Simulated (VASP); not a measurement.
Input of a VASP 6.6.1 run:

INCAR

```
PREC = Accurate
ENCUT = 520
EDIFF = 1E-6
ISMEAR = -1
SIGMA = 0.1
LREAL = F
LASPH = T
NELM = 100
ALGO = Normal
ISIF = 2
LWAVE = F
LCHARG = T
LELF = T
LVHAR = T
NBANDS = 16
```

Contents of KPOINTS:

```
Automatic mesh
0
Gamma
  6 6 6
```

POSCAR

```
GaSb
1.0
   -2.7534340000      2.7534340000      1.5907070000
    2.7534340000     -2.7534340000      1.5907070000
    2.7534340000      2.7534340000     -1.5907070000
Ga Sb
1 1
Direct
    0.2500000000      0.7500000000      0.5000000000
    0.0000000000      0.0000000000      0.0000000000
```

Potentials or basis: VASP PAW LDA potentials, release 64 (Ga_d, Sb).

Run with:

```bash
$ cat potpaw_LDA.64/Ga_d/POTCAR potpaw_LDA.64/Sb/POTCAR > POTCAR
$ mpirun -np 1 vasp_std > vasp.out
```

**Question.** Predict the pressure.

**Answer.** -3.9 GPa.

**Question.** Estimate the band gap on the k mesh.

**Answer.** Zero (band 9 reaches 8.17 eV, above the bottom of band 10 at 3.39 eV).

Stress tensor (GPa, compression positive):
```
-3.00  0.00  0.00
 0.00 -3.00  0.00
 0.00  0.00 -5.79
```

Caveat: the k points lie up to 0.38 Å⁻¹ apart; spin-orbit coupling is left out, which moves the levels of the heavy elements.
